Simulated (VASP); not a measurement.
# AlN (scan) (P6_3mc) in VASP: a series of runs

Runs on AlN (scan). Level: r2SCAN. Tasks: single point, relaxation of cell and atoms.

Everything below comes from runs of VASP 6.6.1. Logs are shortened: lines on timing, memory, paths and dates and some standing lists are left out, and cuts for length are marked.

## (1) The cell of the first run

It takes space group P6_3mc (No. 186, hexagonal). The conventional cell has a = 3.107 Å, b = 3.107 Å, c = 4.978 Å, α = 90.00°, β = 90.00°, γ = 120.00°. Within 2.4 Å of Al (site symmetry 3m) lie 4 N at 1.80 to 2.34 Å. Within 2.4 Å of N (site symmetry 3m) lie 4 Al at 1.80 to 2.34 Å.

## (2) Single point, r2SCAN

Input file POSCAR:

```
AlN
1.0
    3.1065679352      0.0000000000      0.0000000000
   -1.5532839676      2.6903667505      0.0000000000
    0.0000000000      0.0000000000      4.9780667183
Al N
2 2
Direct
    0.3333333333      0.6666666667     -0.0442065358
    0.6666666667      0.3333333333      0.4557934642
    0.3333333333      0.6666666667      0.4262065358
    0.6666666667      0.3333333333      0.9262065358
```

Input file INCAR.step1:

```
PREC = Accurate ; ENCUT = 520
ISMEAR = 0 ; SIGMA = 0.01
LREAL = F ; LASPH = T
NELM = 100 ; NBANDS = 16
GGA = PE ; ALGO = Normal
EDIFF = 1E-4 ; LWAVE = T
LCHARG = F
```

Input file INCAR.step2:

```
PREC = Accurate ; ENCUT = 520
EDIFF = 1E-6 ; ISMEAR = 0
SIGMA = 0.01 ; LREAL = F
LASPH = T ; NELM = 100
ALGO = Normal ; ISIF = 2
LWAVE = F ; LCHARG = F
METAGGA = R2SCAN ; LMIXTAU = T
NBANDS = 16 ; ISTART = 1
```

Input file KPOINTS:

```
Automatic mesh
0
Gamma
  9 9 6
```

Potentials or basis: VASP PAW PBE potentials, release 64 (Al, N).

On the command line:

```console
cat potpaw_PBE.64/Al/POTCAR potpaw_PBE.64/N/POTCAR > POTCAR
cp INCAR.step1 INCAR
mpirun -np 1 vasp_std > vasp.out
cp INCAR.step2 INCAR
mpirun -np 1 vasp_std > vasp.out
```

OUTCAR:

```text
PREC = Accurate
   ENCUT = 520
   EDIFF = 1E-6
   ISMEAR = 0
   LREAL = F
   LASPH = T
   NELM = 100
   ISIF = 2
   METAGGA = R2SCAN
   ISTART = 1

 ion  position               nearest neighbor table
   1  0.333  0.667  0.956-   4 1.80   4 1.80   4 1.80   3 2.34   2 3.07   2 3.07   2 3.07   2 3.07
                             2 3.07   2 3.07
   2  0.667  0.333  0.456-   3 1.80   3 1.80   3 1.80   4 2.34   1 3.07   1 3.07   1 3.07   1 3.07
                             1 3.07   1 3.07
   3  0.333  0.667  0.426-   2 1.80   2 1.80   2 1.80   1 2.34
   4  0.667  0.333  0.926-   1 1.80   1 1.80   1 1.80   2 2.34

  LATTYP: Found a hexagonal cell.
 ALAT       =     3.1065679352
 C/A-ratio  =     1.6024329170

  Lattice vectors:

 A1 = (   3.1065679352,   0.0000000000,   0.0000000000)
 A2 = (  -1.5532839676,   2.6903667505,   0.0000000000)
 A3 = (   0.0000000000,   0.0000000000,   4.9780667183)

Analysis of symmetry for initial positions (statically):
=====================================================================
 Subroutine PRICEL returns:
 Original cell was already a primitive cell.

 Routine SETGRP: Setting up the symmetry group for a
 hexagonal supercell.

 Subroutine GETGRP returns: Found 12 space group operations
 (whereof  6 operations were pure point group operations)
 out of a pool of 24 trial point group operations.

The static configuration has the point symmetry C_3v.
 The point group associated with its full space group is C_6v.

Analysis of symmetry for dynamics (positions and initial velocities):
=====================================================================
 Subroutine PRICEL returns:
 Original cell was already a primitive cell.

 Routine SETGRP: Setting up the symmetry group for a
 hexagonal supercell.

 Subroutine GETGRP returns: Found 12 space group operations
 (whereof  6 operations were pure point group operations)
 out of a pool of 24 trial point group operations.

The dynamic configuration has the point symmetry C_3v.
 The point group associated with its full space group is C_6v.

 Subroutine INISYM returns: Found 12 space group operations
 (whereof  6 operations are pure point group operations),
 and found     1 'primitive' translations

----------------------------------------------------------------------------------------

                                     Primitive cell

  volume of cell :      41.6057

  direct lattice vectors                    reciprocal lattice vectors
     3.106567935  0.000000000  0.000000000     0.321898642  0.185848268  0.000000000
    -1.553283968  2.690366750  0.000000000     0.000000000  0.371696535  0.000000000
[... 90 lines left out ...]
   LREAL  =      F    real-space projection
   EDIFFG = 0.1E-04   stopping-criterion for IOM
   NSW    =      0    number of steps for IOM
   IBRION =     -1    ionic relax: 0-MD 1-quasi-New 2-CG
   NFREE  =      0    steps in history (QN), initial steepest desc. (CG)
   ISIF   =      2    stress and relaxation
   ISYM   =      2    0-nonsym 1-usesym 2-fastsym
   POTIM  = 0.5000    time-step for ionic-motion
   TEBEG  =    0.0;   TEEND  =   0.0 temperature during run
   PSTRESS=    0.0 pullay stress
   NELECT =      16.0000    total number of electrons
   NUPDOWN=      -1.0000    fix difference up-down
   EMIN   =  10.00;   EMAX   =-10.00  energy-range for DOS
   EFERMI =   0.00;   METHOD = LEGACY
   ISMEAR =     0;   SIGMA  =   0.01  broadening in eV -4-tet -1-fermi 0-gaus
   EFERMI_NEDOS =   21; number of points for ismear=-14 and -15
   IALGO  =     38    algorithm
   IMIX   =      4    mixing-type and parameters
     AMIX     =   0.40;   BMIX     =  1.00
     AMIX_MAG =   1.60;   BMIX_MAG =  1.00
  volume/ion in A,a.u.               =      10.40        70.19
  Fermi-wavevector in a.u.,A,eV,Ry     =   1.190503  2.249724 19.283500  1.417297
  Thomas-Fermi vector in A             =   2.326586
   LORBIT       =      0    0 simple, 1 ext, 2 COOP (PROOUT), +10 PAW based schemes
   METAGGA = R2SCAN    functional components
   LHFCALC =     F    Hartree Fock is set to
   AEXX    =    0.0000 exact exchange contribution
   IVDW    =     0    specifies the selected vdW correction
   LEPSILON=     F    determine dielectric tensor
   LRPA    =     F    only Hartree local field effects (RPA)
 non-spin polarized calculation
 Gauss-broadening in eV      SIGMA  =   0.01
  energy-cutoff  :      520.00
  volume of cell :       41.61
 maximum number of plane-waves:      1140
 NGX is ok and might be reduce to    24
   NGX = 11   NGY = 11   NGZ = 19

 number of electron      15.9999998 magnetization

 Free energy of the ion-electron system (eV)
  ---------------------------------------------------
  ext. energy  EPLUGINS =         0.00000000
  ---------------------------------------------------
  free energy    TOTEN  =       -37.46835285 eV

  energy without entropy =      -37.46835285  energy(sigma->0) =      -37.46835285

 E-fermi :   7.1443     XC(G=0): -11.4254

 val. band max:        7.0936017010   @ k =   0.0000   0.0000   0.0000
 cond. band min:      10.5915092988   @ k =   0.0000   0.0000   0.0000
 fundamental gap:      3.4979075978
 Fermi energy:         7.1442749494

 k-point     1 :       0.0000    0.0000    0.0000
  band No.  band energies     occupation
      1     -10.1167      2.00000
      2      -8.0439      2.00000
      3       0.2090      2.00000
      4       4.5054      2.00000
      5       4.5054      2.00000
      6       5.1678      2.00000
[... 433 lines left out ...]
      3       0.9027      2.00000
      4       1.6300      2.00000
      5       1.6300      2.00000
      6       2.7840      2.00000
[... 8 lines left out ...]
     15      18.7574      0.00000
     16      22.4640      0.00000

 [... further k-points ...]
[... 5 lines left out ...]
  --------------------------------------------------------------------------------------
  -------------------------------------------------------------------------------------
  Total        4.4415834      4.4415834     -3.1046388      0.0000000     -0.0000000     -0.0000000
  in kB      171.0390788    171.0390788   -119.5552372      0.0000000     -0.0000000     -0.0000000
  external PRESSURE =      74.1743068 kB  Pullay stress =       0.0000000 kB

 VOLUME and BASIS-vectors are now :
 -----------------------------------------------------------------------------
  energy-cutoff  :      520.00
  volume of cell :       41.61
      direct lattice vectors                 reciprocal lattice vectors
     3.106567935  0.000000000  0.000000000     0.321898642  0.185848268  0.000000000
    -1.553283968  2.690366750  0.000000000     0.000000000  0.371696535  0.000000000
     0.000000000  0.000000000  4.978066718     0.000000000  0.000000000  0.200881197

 POSITION                                       TOTAL-FORCE (eV/Angst)
 -----------------------------------------------------------------------------------
     -0.00000      1.79358      4.75800        -0.000000      0.000000      0.895060
      1.55328      0.89679      2.26897         0.000000     -0.000000      0.895060
     -0.00000      1.79358      2.12168         0.000000      0.000000     -0.895060
      1.55328      0.89679      4.61072        -0.000000     -0.000000     -0.895060
 -----------------------------------------------------------------------------------
    total drift:                               -0.000000      0.000000      0.007958

  FREE ENERGIE OF THE ION-ELECTRON SYSTEM (eV)
  ---------------------------------------------------
  free  energy   TOTEN  =       -37.4683528487 eV

  energy  without entropy=      -37.4683528487  energy(sigma->0) =      -37.46835285
```

It took 43 s on 1 thread of Intel Xeon 6975P-C (Granite Rapids), shared host; peak memory 0.17 GiB.

Results:

```yaml
Free_energy: -37.4684 eV
Pressure: 7.4 GPa
Largest_force: 0.895 eV/Å
Band_gap_on_the_k_mesh: 3.50 eV, direct
```

Forces in eV/Å, atoms in the order of the input:
```
Al   0.000  0.000  0.895
Al   0.000  0.000  0.895
N    0.000  0.000 -0.895
N    0.000  0.000 -0.895
```

Stress tensor (GPa, compression positive):
```
 17.10   0.00   0.00
  0.00  17.10   0.00
  0.00   0.00 -11.96
```

Caveat: the PAW data sets were made with another functional, which shifts forces and pressure a little. r2SCAN opens gaps a little over a GGA but as a rule still falls short of measured ones.

## (3) Relaxation of cell and atoms, r2SCAN

This run uses another cell than the first one, of 10.45 Å³/atom, 1.004 times its volume.

Input file POSCAR:

```
AlN
1.0
    3.1120000000      0.0000000000      0.0000000000
   -1.5560000000      2.6950710566      0.0000000000
    0.0000000000      0.0000000000      4.9820000000
Al N
2 2
Direct
    0.3333333333      0.6666666667      0.0000000000
    0.6666666667      0.3333333333      0.5000000000
    0.3333333333      0.6666666667      0.3820000000
    0.6666666667      0.3333333333      0.8820000000
```

Input file INCAR.step1:

```
PREC = Accurate
ENCUT = 600
ISMEAR = 0
SIGMA = 0.02
LREAL = False
LASPH = True
NELM = 60
GGA = PE
ALGO = Normal
EDIFF = 1E-4
LWAVE = True
LCHARG = False
```

Input file INCAR.step2:

```
PREC = Accurate
ENCUT = 600
EDIFF = 1E-6
ISMEAR = 0
SIGMA = 0.02
LREAL = False
LASPH = True
NELM = 60
ALGO = Normal
ISIF = 3
LWAVE = False
LCHARG = False
METAGGA = R2SCAN
LMIXTAU = True
IBRION = 2
NSW = 100
EDIFFG = -0.002
ISTART = 1
```

KPOINTS is that of step 2.

Potentials or basis: VASP PAW PBE potentials, release 64 (Al, N).

On the command line:

```console
cat potpaw_PBE.64/Al/POTCAR potpaw_PBE.64/N/POTCAR > POTCAR
cp INCAR.step1 INCAR
mpirun -np 1 vasp_std > vasp.out
cp INCAR.step2 INCAR
mpirun -np 1 vasp_std > vasp.out
```

It took 5 min on 1 thread of Intel Xeon 6975P-C (Granite Rapids), shared host; peak memory 0.19 GiB.

The run converged. Its results:

* Free energy: -38.4558 eV
* Relaxed volume: 10.39 Å³/atom
* Relaxed cell: a = 3.105 Å, b = 3.105 Å, c = 4.976 Å, α = 90.00°, β = 90.00°, γ = 120.00°
* Space group after relaxing (to 0.05 Å): P6_3mc (No. 186)
* Energy gained by relaxing: 0.2 meV/atom
* Ionic steps: 9
* Pressure after relaxing: 0.0 GPa
* Band gap on the k mesh: 4.93 eV, direct

The path:
```csv
step,energy change (eV),largest force (eV/Å),pressure (GPa),volume (Å³)
1,0.0000,0.0141,-1.19,41.78
2,0.0001,0.0004,1.21,41.32
3,-0.0009,0.0074,-0.05,41.56
4,-0.0009,0.0070,0.01,41.55
5,-0.0009,0.0072,0.00,41.55
6,-0.0009,0.0015,-0.02,41.55
7,-0.0009,0.0024,-0.02,41.55
8,-0.0009,0.0024,0.02,41.55
9,-0.0009,0.0002,0.00,41.55
```

Final structure:
```
Al N
1.0
     3.10519    0.00000    0.00000
    -1.55260    2.68918    0.00000
     0.00000    0.00000    4.97588
Al N
2 2
Cartesian
  0.0000 1.7928 0.0009
  1.5526 0.8964 2.4888
  0.0000 1.7928 1.8999
  1.5526 0.8964 4.3879
```

Levels at points of the mesh, in eV from the valence-band top:
| k point | band 5 | band 6 | band 7 | band 8 | band 9 | band 10 | band 11 | band 12 |
| --- | --- | --- | --- | --- | --- | --- | --- | --- |
| (0.00, 0.00, 0.00) | -0.89 | -0.23 | -0.23 | 0.00 | 4.93 | 7.55 | 11.63 | 12.05 |
| (0.00, 0.00, 0.50) | -0.57 | -0.57 | -0.57 | -0.57 | 7.27 | 7.27 | 11.33 | 11.33 |

Caveat: the PAW data sets were made with another functional, which shifts forces and pressure a little. A k mesh can miss the band edges.
